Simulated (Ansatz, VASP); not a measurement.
Rh in VASP and in Ansatz

```
Rh
1.0
     2.67666    0.00000    0.00000
    -1.33833    2.31806    0.00000
     0.00000    0.00000    8.71470
Rh
4
Direct
  0.00000 0.00000 0.00000
  0.33333 0.66667 0.25000
  0.00000 0.00000 0.50000
  0.66667 0.33333 0.75000
```

Alike in both runs: functional PBEsol; k mesh 9 × 9 × 3; no spin polarisation.

Ansatz relaxed the structure, and its values are those at the end. VASP's run is a single point on that final structure, the one shown.

|  | VASP | Ansatz |
| --- | --- | --- |
| version | VASP 6.6.1 | Ansatz 0.2.0 |
| potentials or method | VASP PAW PBE potentials, release 64 (Rh_pv) | plane waves, PAW |
| plane-wave cutoff (eV) | 520 | 420 |
| occupations | methfessel-paxton of order 1, width 0.1 eV | cold, width 0.1 eV |
| valence electrons in the cell | 60 | 68 |

VASP gave:

| Property | Result |
| --- | --- |
| pressure (GPa) | -0.1 |

**Question.** Which values does Ansatz return?

**Answer.** Pressure (GPa): 0.0.

VASP's potentials were made for PBE, not for PBEsol. VASP's potentials hold 60 valence electrons a cell and Ansatz's 68, so a difference there can come from the potentials and not from the codes.
